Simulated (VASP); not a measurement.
# CuI (P-3m1) in VASP: dielectric tensor with PBEsol

Aim: the dielectric tensor of CuI with PBEsol.

Everything below comes from runs of VASP 6.6.1. Logs are shortened: lines on timing, memory, paths and dates and some standing lists are left out, and cuts for length are marked.

### Step 1. The cell of the first run

The structure is trigonal, space group P-3m1 (No. 164). The conventional cell has a = 4.129 Å, b = 4.129 Å, c = 7.478 Å, α = 90.00°, β = 90.00°, γ = 120.00°. Within 3.4 Å of Cu (site symmetry 3m) lie 4 I at 2.58 to 2.68 Å and 3 Cu at 2.74 Å. Within 3.4 Å of I (site symmetry 3m) lie 4 Cu at 2.58 to 2.68 Å.

### Step 2. Dielectric tensor, PBEsol

Input file INCAR:

```
SYSTEM = CuI
ALGO = Normal
EDIFF = 1E-8
ENCUT = 520
GGA = PS
ISIF = 2
ISMEAR = 0
LASPH = .TRUE.
LCHARG = .FALSE.
LEPSILON = .TRUE.
LREAL = .FALSE.
LWAVE = .FALSE.
NELM = 80
PREC = Accurate
SIGMA = 0.01
```

Input file KPOINTS:

```
k-points
0
G
  6 6 4
  0 0 0
```

Input file POSCAR:

```
CuI
1.0
    4.1286180000      0.0000000000      0.0000000000
   -2.0643090000      3.5754880000      0.0000000000
    0.0000000000      0.0000000000      7.4781060000
Cu I
2 2
Direct
    0.6666666667      0.3333333333      0.5899520000
    0.3333333333      0.6666666667      0.4100480000
    0.3333333333      0.6666666667      0.7547480000
    0.6666666667      0.3333333333      0.2452520000
```

Potentials or basis: VASP PAW PBE potentials, release 64 (Cu, I).

Run with:

```sh
cat potpaw_PBE.64/Cu/POTCAR potpaw_PBE.64/I/POTCAR > POTCAR
mpirun -np 1 vasp_std > vasp.out
```

OUTCAR:

```text
SYSTEM = CuI
   EDIFF = 1E-8
   ENCUT = 520
   GGA = PS
   ISIF = 2
   ISMEAR = 0
   LASPH = .TRUE.
   LEPSILON = .TRUE.
   LREAL = .FALSE.
   NELM = 80
   PREC = Accurate

 ion  position               nearest neighbor table
   1  0.667  0.333  0.590-   4 2.58   3 2.68   3 2.68   3 2.68   2 2.74   2 2.74   2 2.74
   2  0.333  0.667  0.410-   3 2.58   4 2.68   4 2.68   4 2.68   1 2.74   1 2.74   1 2.74
   3  0.333  0.667  0.755-   2 2.58   1 2.68   1 2.68   1 2.68
   4  0.667  0.333  0.245-   1 2.58   2 2.68   2 2.68   2 2.68

  LATTYP: Found a hexagonal cell.
 ALAT       =     4.1286180000
 C/A-ratio  =     1.8112855198

  Lattice vectors:

 A1 = (   4.1286180000,   0.0000000000,   0.0000000000)
 A2 = (  -2.0643090000,   3.5754880000,   0.0000000000)
 A3 = (   0.0000000000,   0.0000000000,   7.4781060000)

Analysis of symmetry for initial positions (statically):
=====================================================================
 Subroutine PRICEL returns:
 Original cell was already a primitive cell.

 Routine SETGRP: Setting up the symmetry group for a
 hexagonal supercell.

 Subroutine GETGRP returns: Found 12 space group operations
 (whereof 12 operations were pure point group operations)
 out of a pool of 24 trial point group operations.

The static configuration has the point symmetry D_3d.

Analysis of symmetry for dynamics (positions and initial velocities):
=====================================================================
 Subroutine PRICEL returns:
 Original cell was already a primitive cell.

 Routine SETGRP: Setting up the symmetry group for a
 hexagonal supercell.

 Subroutine GETGRP returns: Found 12 space group operations
 (whereof 12 operations were pure point group operations)
 out of a pool of 24 trial point group operations.

The dynamic configuration has the point symmetry D_3d.

 Subroutine INISYM returns: Found 12 space group operations
 (whereof 12 operations are pure point group operations),
 and found     1 'primitive' translations

----------------------------------------------------------------------------------------

                                     Primitive cell

  volume of cell :     110.3905

  direct lattice vectors                    reciprocal lattice vectors
     4.128618000  0.000000000  0.000000000     0.242211801  0.139841051  0.000000000
    -2.064309000  3.575488000  0.000000000     0.000000000  0.279682102  0.000000000
     0.000000000  0.000000000  7.478106000     0.000000000  0.000000000  0.133723700

  length of vectors
     4.128618000  4.128617939  7.478106000     0.279682098  0.279682102  0.133723700

  position of ions in fractional coordinates (direct lattice)
     0.666666667  0.333333333  0.589952000
     0.333333333  0.666666667  0.410048000
     0.333333333  0.666666667  0.754748000
     0.666666667  0.333333333  0.245252000

  ion indices of the primitive-cell ions
   primitive index   ion index
                 1           1
                 2           2
                 3           3
                 4           4

----------------------------------------------------------------------------------------

 KPOINTS: k-points

Automatic generation of k-mesh.
 Grid dimensions read from file:
 generate k-points for:    6    6    4
[... 82 lines left out ...]
     AMIX     =   0.40;   BMIX     =  1.00
     AMIX_MAG =   1.60;   BMIX_MAG =  1.00
  volume/ion in A,a.u.               =      27.60       186.24
  Fermi-wavevector in a.u.,A,eV,Ry     =   1.126847  2.129433 17.276475  1.269785
  Thomas-Fermi vector in A             =   2.263531
   LORBIT       =      0    0 simple, 1 ext, 2 COOP (PROOUT), +10 PAW based schemes
   GGA     = PS    functional components
   LHFCALC =     F    Hartree Fock is set to
   AEXX    =    0.0000 exact exchange contribution
   IVDW    =     0    specifies the selected vdW correction
   LEPSILON=     T    determine dielectric tensor
   LRPA    =     F    only Hartree local field effects (RPA)
 non-spin polarized calculation
 Gauss-broadening in eV      SIGMA  =   0.01
  energy-cutoff  :      520.00
  volume of cell :      110.39
 maximum number of plane-waves:      2998
 NGX is ok and might be reduce to    32
   NGX = 15   NGY = 15   NGZ = 27

--------------------------------------- Ionic step        1  -------------------------------------------

 number of electron      36.0000025 magnetization

 E-fermi :   4.1426     XC(G=0):  -9.1166

 val. band max:        4.0584391418   @ k =   0.0000   0.0000   0.0000
 cond. band min:       5.6302488858   @ k =   0.0000   0.0000   0.0000
 fundamental gap:      1.5718097439
 Fermi energy:         4.1426133152

 k-point     1 :       0.0000    0.0000    0.0000
  band No.  band energies     occupation
      1      -9.6859      2.00000
      2      -9.1918      2.00000
      3      -1.5984      2.00000
      4       0.2841      2.00000
      5       0.7200      2.00000
      6       0.7200      2.00000
[... 589 lines left out ...]
     21       7.9524      0.00000
     22       9.9093      0.00000

  FORCE on cell =-STRESS in cart. coord.  units (eV):
  Direction    XX          YY          ZZ          XY          YZ          ZX
  --------------------------------------------------------------------------------------
  -------------------------------------------------------------------------------------
  Total       -1.1353603     -1.1353602     -1.0546999      0.0000000      0.0000000     -0.0000000
  in kB      -16.4783085    -16.4783078    -15.3076259      0.0000000      0.0000000     -0.0000000
  external PRESSURE =     -16.0880807 kB  Pullay stress =       0.0000000 kB

 VOLUME and BASIS-vectors are now :
 -----------------------------------------------------------------------------
  energy-cutoff  :      520.00
  volume of cell :      110.39
      direct lattice vectors                 reciprocal lattice vectors
     4.128618000  0.000000000  0.000000000     0.242211801  0.139841051  0.000000000
    -2.064309000  3.575488000  0.000000000     0.000000000  0.279682102  0.000000000
     0.000000000  0.000000000  7.478106000     0.000000000  0.000000000  0.133723700

 POSITION                                       TOTAL-FORCE (eV/Angst)
 -----------------------------------------------------------------------------------
      2.06431      1.19183      4.41172        -0.000000      0.000000      0.002631
     -0.00000      2.38366      3.06638         0.000000     -0.000000     -0.002631
     -0.00000      2.38366      5.64409         0.000000      0.000000     -0.213535
      2.06431      1.19183      1.83402        -0.000000     -0.000000      0.213535
 -----------------------------------------------------------------------------------
    total drift:                               -0.000000      0.000000      0.000000

  FREE ENERGIE OF THE ION-ELECTRON SYSTEM (eV)
  ---------------------------------------------------
  free  energy   TOTEN  =       -12.6701284649 eV

  energy  without entropy=      -12.6701284649  energy(sigma->0) =      -12.67012846

 HEAD OF MICROSCOPIC STATIC DIELECTRIC TENSOR (INDEPENDENT PARTICLE, excluding Hartree and local field effects)
 ------------------------------------------------------
           6.591171    -0.000000    -0.000000
          -0.000000     6.591171     0.000000
           0.000000     0.000000     6.468447
 ------------------------------------------------------

 Free energy of the ion-electron system (eV)
  ---------------------------------------------------
  ---------------------------------------------------
  free energy    TOTEN  =        -1.68353292 eV

  energy without entropy =       -1.68353292

------------------------ aborting loop because EDIFF is reached ----------------------------------------

--------------------------------------- Ionic step        2  -------------------------------------------

------------------------ aborting loop because EDIFF is reached ----------------------------------------

--------------------------------------- Ionic step        3  -------------------------------------------

 Free energy of the ion-electron system (eV)
  ---------------------------------------------------
  ---------------------------------------------------
  free energy    TOTEN  =        -1.29124784 eV

  energy without entropy =       -1.29124784

------------------------ aborting loop because EDIFF is reached ----------------------------------------

 PIEZOELECTRIC TENSOR FIELD DIRECTION 3  (e Angst)
 -----------------------------------------------------------------------------
    -0.02094  0.00000  0.00000           ( -0.00008  0.00000  0.00000)
     0.00000 -0.02094 -0.00000           (  0.00000 -0.00008 -0.00000)
     0.00000 -0.00000  0.05148           (  0.00000 -0.00000 -0.00008)

 PIEZOELECTRIC TENSOR FIELD DIRECTION 3  (C/m^2)
 -----------------------------------------------------------------------------
    -0.00304  0.00000  0.00000
     0.00000 -0.00304 -0.00000
     0.00000 -0.00000  0.00747

 MACROSCOPIC STATIC DIELECTRIC TENSOR (including local field effects in DFT)
 ------------------------------------------------------
           6.174448     0.000000     0.000000
           0.000000     6.174448    -0.000000
          -0.000000     0.000000     4.867182
 ------------------------------------------------------

 PIEZOELECTRIC TENSOR (including local field effects)  for field in x, y, z        (e  Angst)
          XX          YY          ZZ          XY          YZ          ZX
  --------------------------------------------------------------------------------
  x     0.00000     0.00000     0.00000     0.00000     0.00000     0.00000
  y     0.00000     0.00000     0.00000     0.00000     0.00000     0.00000
  z     0.00000     0.00000     0.00000     0.00000     0.00000     0.00000

 PIEZOELECTRIC TENSOR (including local field effects)  for field in x, y, z        (C/m^2)
          XX          YY          ZZ          XY          YZ          ZX
  --------------------------------------------------------------------------------
  x     0.00000     0.00000     0.00000     0.00000     0.00000     0.00000
  y     0.00000     0.00000     0.00000     0.00000     0.00000     0.00000
  z     0.00000     0.00000     0.00000     0.00000     0.00000     0.00000

 BORN EFFECTIVE CHARGES (including local field effects) (in |e|, cummulative output)
 ---------------------------------------------------------------------------------
 ion    1
    1     1.10287     0.00000     0.00000
    2     0.00000     1.10287     0.00000
    3     0.00000    -0.00000     0.65889
 ion    2
    1     1.10287     0.00000     0.00000
    2     0.00000     1.10287     0.00000
    3     0.00000    -0.00000     0.65889
 ion    3
    1    -1.10287     0.00000     0.00000
    2     0.00000    -1.10287     0.00000
    3     0.00000    -0.00000    -0.65889
 ion    4
    1    -1.10287     0.00000     0.00000
    2     0.00000    -1.10287     0.00000
    3     0.00000    -0.00000    -0.65889
```

Run time: 29 min. Hardware: 1 thread of AMD EPYC 7R43 (Zen 3), shared host; peak memory 0.43 GiB.

What came out:

```yaml
Band_gap_on_the_k_mesh: 1.57 eV
Electronic_dielectric_tensor_diagonal: 6.17, 6.17, 4.87
Born_charges_mean_of_the_diagonal: Cu +0.95; I -0.95 e
```

Electronic dielectric tensor:
```
6.17 0.00 0.00
0.00 6.17 0.00
0.00 0.00 4.87
```

Born effective charge tensors (e):
atom 1, Cu
```
1.10 0.00 0.00
0.00 1.10 0.00
0.00 0.00 0.66
```
atom 2, Cu
```
1.10 0.00 0.00
0.00 1.10 0.00
0.00 0.00 0.66
```
atom 3, I
```
-1.10  0.00  0.00
 0.00 -1.10  0.00
 0.00  0.00 -0.66
```
atom 4, I
```
-1.10  0.00  0.00
 0.00 -1.10  0.00
 0.00  0.00 -0.66
```

Caveat: the PAW data sets were made with another functional, which shifts forces and pressure a little; spin-orbit coupling is left out, which moves the levels of the heavy elements; this functional lacks dispersion, which binds layers or chains, so the pressure and a relaxed spacing across them are unreliable.
